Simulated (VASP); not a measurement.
# AlN (P6_3mc) in VASP: a series of runs

The runs below take AlN through single point, relaxation of cell and atoms, with r2SCAN, RPBE, r2SCAN+rVV10.

Everything below comes from runs of VASP 6.6.1. Logs are shortened: lines on timing, memory, paths and dates and some standing lists are left out, and cuts for length are marked.

**Measured values to compare with.**

From “Structural and optical properties of self-assembled AlN nanowires grown on SiO2/Si substrates by molecular beam epitaxy”, 2024, arxiv:2402.00216, for a bulk crystal of AlN at 0 K: band gap 6.0343 eV (an exciton energy, a little under the gap).

How close the calculation comes is told below.

**1. The cell of the first run**

The structure is hexagonal, space group P6_3mc (No. 186). The conventional cell has a = 3.107 Å, b = 3.107 Å, c = 4.978 Å, α = 90.00°, β = 90.00°, γ = 120.00°. Al (site symmetry 3m) has 4 N at 1.89 to 1.90 Å within 2.5 Å. Within 2.5 Å of N (site symmetry 3m) lie 4 Al at 1.89 to 1.90 Å.

**2. Single point, r2SCAN**

File POSCAR:

```
AlN
1.0
    3.1066693487      0.0000000000      0.0000000000
   -1.5533346744      2.6904545772      0.0000000000
    0.0000000000      0.0000000000      4.9784833575
Al N
2 2
Direct
    0.3333333333      0.6666666667     -0.0008043408
    0.6666666667      0.3333333333      0.4991956592
    0.3333333333      0.6666666667      0.3808043408
    0.6666666667      0.3333333333      0.8808043408
```

File INCAR.step1:

```
SYSTEM = AlN
  ALGO = Normal
  EDIFF = 1E-4
  ENCUT = 520
  GGA = PE
  ISMEAR = 0
  LASPH = .True.
  LCHARG = .False.
  LREAL = .False.
  LWAVE = .True.
  NBANDS = 16
  NELM = 80
  PREC = Accurate
  SIGMA = 0.01
```

File INCAR.step2:

```
SYSTEM = AlN
  ALGO = Normal
  EDIFF = 1E-6
  ENCUT = 520
  ISIF = 2
  ISMEAR = 0
  ISTART = 1
  LASPH = .True.
  LCHARG = .False.
  LMIXTAU = .True.
  LREAL = .False.
  LWAVE = .False.
  METAGGA = R2SCAN
  NBANDS = 16
  NELM = 80
  PREC = Accurate
  SIGMA = 0.01
```

File KPOINTS:

```
k-points
0
Gamma
  12 12 4
  0 0 0
```

Potentials or basis: VASP PAW PBE potentials, release 64 (Al, N).

Command:

```
> cat potpaw_PBE.64/Al/POTCAR potpaw_PBE.64/N/POTCAR > POTCAR
> cp INCAR.step1 INCAR
> mpirun -np 1 vasp_std > vasp.out
> cp INCAR.step2 INCAR
> mpirun -np 1 vasp_std > vasp.out
```

OUTCAR:

```text
SYSTEM = AlN
   EDIFF = 1E-6
   ENCUT = 520
   ISIF = 2
   ISMEAR = 0
   ISTART = 1
   LASPH = .True.
   LREAL = .False.
   METAGGA = R2SCAN
   NELM = 80
   PREC = Accurate

 ion  position               nearest neighbor table
   1  0.333  0.667  0.999-   4 1.89   4 1.89   4 1.89   3 1.90   2 3.07   2 3.07   2 3.07   2 3.07
                             2 3.07   2 3.07
   2  0.667  0.333  0.499-   3 1.89   3 1.89   3 1.89   4 1.90   1 3.07   1 3.07   1 3.07   1 3.07
                             1 3.07   1 3.07
   3  0.333  0.667  0.381-   2 1.89   2 1.89   2 1.89   1 1.90
   4  0.667  0.333  0.881-   1 1.89   1 1.89   1 1.89   2 1.90

  LATTYP: Found a hexagonal cell.
 ALAT       =     3.1066693487
 C/A-ratio  =     1.6025147187

  Lattice vectors:

 A1 = (   3.1066693487,   0.0000000000,   0.0000000000)
 A2 = (  -1.5533346744,   2.6904545772,   0.0000000000)
 A3 = (   0.0000000000,   0.0000000000,   4.9784833575)

Analysis of symmetry for initial positions (statically):
=====================================================================
 Subroutine PRICEL returns:
 Original cell was already a primitive cell.

 Routine SETGRP: Setting up the symmetry group for a
 hexagonal supercell.

 Subroutine GETGRP returns: Found 12 space group operations
 (whereof  6 operations were pure point group operations)
 out of a pool of 24 trial point group operations.

The static configuration has the point symmetry C_3v.
 The point group associated with its full space group is C_6v.

Analysis of symmetry for dynamics (positions and initial velocities):
=====================================================================
 Subroutine PRICEL returns:
 Original cell was already a primitive cell.

 Routine SETGRP: Setting up the symmetry group for a
 hexagonal supercell.

 Subroutine GETGRP returns: Found 12 space group operations
 (whereof  6 operations were pure point group operations)
 out of a pool of 24 trial point group operations.

The dynamic configuration has the point symmetry C_3v.
 The point group associated with its full space group is C_6v.

 Subroutine INISYM returns: Found 12 space group operations
 (whereof  6 operations are pure point group operations),
 and found     1 'primitive' translations

----------------------------------------------------------------------------------------

                                     Primitive cell

  volume of cell :      41.6119

  direct lattice vectors                    reciprocal lattice vectors
     3.106669349  0.000000000  0.000000000     0.321888134  0.185842201  0.000000000
    -1.553334674  2.690454577  0.000000000     0.000000000  0.371684402  0.000000000
     0.000000000  0.000000000  4.978483358     0.000000000  0.000000000  0.200864385

  length of vectors
     3.106669349  3.106669349  4.978483358     0.371684402  0.371684402  0.200864385

  position of ions in fractional coordinates (direct lattice)
     0.333333333  0.666666667  0.999195659
     0.666666667  0.333333333  0.499195659
     0.333333333  0.666666667  0.380804341
     0.666666667  0.333333333  0.880804341

  ion indices of the primitive-cell ions
   primitive index   ion index
                 1           1
                 2           2
                 3           3
                 4           4

----------------------------------------------------------------------------------------

 KPOINTS: k-points

Automatic generation of k-mesh.
 Grid dimensions read from file:
 generate k-points for:   12   12    4

 Generating k-lattice:

  Cartesian coordinates                     Fractional coordinates (reciprocal lattice)
     0.026824011  0.015486850  0.000000000     0.083333333  0.000000000  0.000000000
     0.000000000  0.030973700  0.000000000     0.000000000  0.083333333  0.000000000
     0.000000000  0.000000000  0.050216096     0.000000000  0.000000000  0.250000000

  Length of vectors
     0.030973700  0.030973700  0.050216096

  Shift w.r.t. Gamma in fractional coordinates (k-lattice)
     0.000000000  0.000000000  0.000000000

 Subroutine IBZKPT returns following result:
 ===========================================

 Found     57 irreducible k-points:

 Following reciprocal coordinates:
            Coordinates               Weight
  0.000000  0.000000  0.000000      1.000000
  0.083333  0.000000  0.000000      6.000000
  0.166667  0.000000  0.000000      6.000000
  0.250000  0.000000  0.000000      6.000000
  0.333333  0.000000  0.000000      6.000000
  0.416667  0.000000  0.000000      6.000000
[... 16 lines left out ...]
  0.250000  0.000000  0.250000     12.000000
  0.333333  0.000000  0.250000     12.000000
 [... further k-points ...]
   k-points           NKPTS =     57   k-points in BZ     NKDIM =     57   number of bands    NBANDS=     16
   number of dos      NEDOS =    301   number of ions     NIONS =      4
   total plane-waves  NPLWV =  23040
   dimension x,y,z NGX =    24 NGY =   24 NGZ =   40
   dimension x,y,z NGXF=    48 NGYF=   48 NGZF=   80
   ions per type =               2   2
   NGX,Y,Z   is equivalent  to a cutoff of  12.84, 12.84, 13.36 a.u.
   NGXF,Y,Z  is equivalent  to a cutoff of  25.69, 25.69, 26.71 a.u.
 SYSTEM =  AlN
   PREC   = accura    normal or accurate (medium, high low for compatibility)
   ISTART =      1    job   : 0-new  1-cont  2-samecut
   ICHARG =      0    charge: 1-file 2-atom 10-const
   ISPIN  =      1    spin polarized calculation?
   LNONCOLLINEAR =      F non collinear calculations
   LSORBIT =      F    spin-orbit coupling
   LASPH  =      T    aspherical Exc in radial PAW
   ENCUT  =  520.0 eV  38.22 Ry    6.18 a.u.   5.78  5.78  9.26*2*pi/ulx,y,z
   NELM   =     80;   NELMIN=  2; NELMDL=  0     # of ELM steps
   EDIFF  = 0.1E-05   stopping-criterion for ELM
   LREAL  =      F    real-space projection
   EDIFFG = 0.1E-04   stopping-criterion for IOM
   NSW    =      0    number of steps for IOM
   IBRION =     -1    ionic relax: 0-MD 1-quasi-New 2-CG
   NFREE  =      0    steps in history (QN), initial steepest desc. (CG)
   ISIF   =      2    stress and relaxation
   ISYM   =      2    0-nonsym 1-usesym 2-fastsym
   POTIM  = 0.5000    time-step for ionic-motion
   TEBEG  =    0.0;   TEEND  =   0.0 temperature during run
   PSTRESS=    0.0 pullay stress
   NELECT =      16.0000    total number of electrons
   NUPDOWN=      -1.0000    fix difference up-down
   EMIN   =  10.00;   EMAX   =-10.00  energy-range for DOS
   EFERMI =   0.00;   METHOD = LEGACY
   ISMEAR =     0;   SIGMA  =   0.01  broadening in eV -4-tet -1-fermi 0-gaus
   EFERMI_NEDOS =   21; number of points for ismear=-14 and -15
   IALGO  =     38    algorithm
   IMIX   =      4    mixing-type and parameters
     AMIX     =   0.40;   BMIX     =  1.00
     AMIX_MAG =   1.60;   BMIX_MAG =  1.00
  volume/ion in A,a.u.               =      10.40        70.20
  Fermi-wavevector in a.u.,A,eV,Ry     =   1.190444  2.249613 19.281585  1.417156
  Thomas-Fermi vector in A             =   2.326528
   LORBIT       =      0    0 simple, 1 ext, 2 COOP (PROOUT), +10 PAW based schemes
   METAGGA = R2SCAN    functional components
   LHFCALC =     F    Hartree Fock is set to
   AEXX    =    0.0000 exact exchange contribution
   IVDW    =     0    specifies the selected vdW correction
   LEPSILON=     F    determine dielectric tensor
   LRPA    =     F    only Hartree local field effects (RPA)
 non-spin polarized calculation
 Gauss-broadening in eV      SIGMA  =   0.01
  energy-cutoff  :      520.00
  volume of cell :       41.61
 maximum number of plane-waves:      1152
 NGX is ok and might be reduce to    24
   NGX = 11   NGY = 11   NGZ = 19

 number of electron      15.9999996 magnetization

 Free energy of the ion-electron system (eV)
  ---------------------------------------------------
  ext. energy  EPLUGINS =         0.00000000
  ---------------------------------------------------
  free energy    TOTEN  =       -38.45648353 eV

  energy without entropy =      -38.45648353  energy(sigma->0) =      -38.45648353

 E-fermi :   6.0224     XC(G=0): -11.4168

 val. band max:        5.9181189513   @ k =   0.0000   0.0000   0.0000
 cond. band min:      10.8388384644   @ k =   0.0000   0.0000   0.0000
 fundamental gap:      4.9207195131
 Fermi energy:         6.0223659548

 k-point     1 :       0.0000    0.0000    0.0000
  band No.  band energies     occupation
      1     -10.0624      2.00000
      2      -7.9405      2.00000
      3      -0.1513      2.00000
      4       5.0337      2.00000
      5       5.0337      2.00000
      6       5.6945      2.00000
[... 8 lines left out ...]
     15      20.0423      0.00000
     16      20.0423      0.00000

 k-point     2 :       0.0833    0.0000    0.0000
  band No.  band energies     occupation
      1      -9.9732      2.00000
      2      -7.8904      2.00000
      3      -0.0436      2.00000
      4       4.6241      2.00000
      5       4.9146      2.00000
      6       5.2907      2.00000
[... 8 lines left out ...]
     15      20.1027      0.00000
     16      20.1045      0.00000

 k-point     3 :       0.1667    0.0000    0.0000
  band No.  band energies     occupation
      1      -9.7137      2.00000
      2      -7.7540      2.00000
      3       0.2738      2.00000
      4       3.6156      2.00000
      5       4.4119      2.00000
      6       4.6346      2.00000
[... 8 lines left out ...]
     15      19.2996      0.00000
     16      19.5749      0.00000
[... 362 lines left out ...]
 k-point    23 :       0.2500    0.0000    0.2500
  band No.  band energies     occupation
      1      -9.1028      2.00000
      2      -7.8901      2.00000
      3       1.0898      2.00000
      4       2.6253      2.00000
      5       3.2341      2.00000
      6       4.4627      2.00000
[... 8 lines left out ...]
     15      19.3633      0.00000
     16      20.2739      0.00000

 k-point    24 :       0.3333    0.0000    0.2500
  band No.  band energies     occupation
      1      -8.6419      2.00000
      2      -7.6589      2.00000
      3       0.8614      2.00000
      4       1.8144      2.00000
      5       2.8835      2.00000
      6       4.1972      2.00000
[... 8 lines left out ...]
     15      19.3904      0.00000
     16      21.1631      0.00000

 [... further k-points ...]

------------------------ aborting loop because EDIFF is reached ----------------------------------------

  FORCE on cell =-STRESS in cart. coord.  units (eV):
  Direction    XX          YY          ZZ          XY          YZ          ZX
  --------------------------------------------------------------------------------------
  -------------------------------------------------------------------------------------
  Total       -0.1005801     -0.1005801     -0.0962635      0.0000000      0.0000000     -0.0000000
  in kB       -3.8726189     -3.8726189     -3.7064181      0.0000000      0.0000000     -0.0000000
  external PRESSURE =      -3.8172187 kB  Pullay stress =       0.0000000 kB

 VOLUME and BASIS-vectors are now :
 -----------------------------------------------------------------------------
  energy-cutoff  :      520.00
  volume of cell :       41.61
      direct lattice vectors                 reciprocal lattice vectors
     3.106669349  0.000000000  0.000000000     0.321888134  0.185842201  0.000000000
    -1.553334674  2.690454577  0.000000000     0.000000000  0.371684402  0.000000000
     0.000000000  0.000000000  4.978483358     0.000000000  0.000000000  0.200864385

 POSITION                                       TOTAL-FORCE (eV/Angst)
 -----------------------------------------------------------------------------------
     -0.00000      1.79364      4.97448         0.000000     -0.000000     -0.002231
      1.55333      0.89682      2.48524         0.000000      0.000000     -0.002231
     -0.00000      1.79364      1.89583        -0.000000     -0.000000      0.002231
      1.55333      0.89682      4.38507         0.000000     -0.000000      0.002231
 -----------------------------------------------------------------------------------
    total drift:                               -0.000000     -0.000000     -0.025645

  FREE ENERGIE OF THE ION-ELECTRON SYSTEM (eV)
  ---------------------------------------------------
  free  energy   TOTEN  =       -38.4564835254 eV

  energy  without entropy=      -38.4564835254  energy(sigma->0) =      -38.45648353
```

Run time: 90 s. Hardware: 1 thread of Intel Xeon Platinum 8259CL at 2.50GHz (Skylake/Cascade Lake), shared host; peak memory 0.18 GiB.

What came out:

```
Free energy            : -38.4565 eV
Pressure               : -0.4 GPa
Band gap on the k mesh : 4.92 eV
```

Forces in eV/Å, atoms in the order of the input:
```
Al   0.000  0.000 -0.002
Al   0.000  0.000 -0.002
N    0.000  0.000  0.002
N    0.000  0.000  0.002
```

Caveat: the PAW data sets were made with another functional, which shifts forces and pressure a little.

(Part 1 of 2 ends here.)
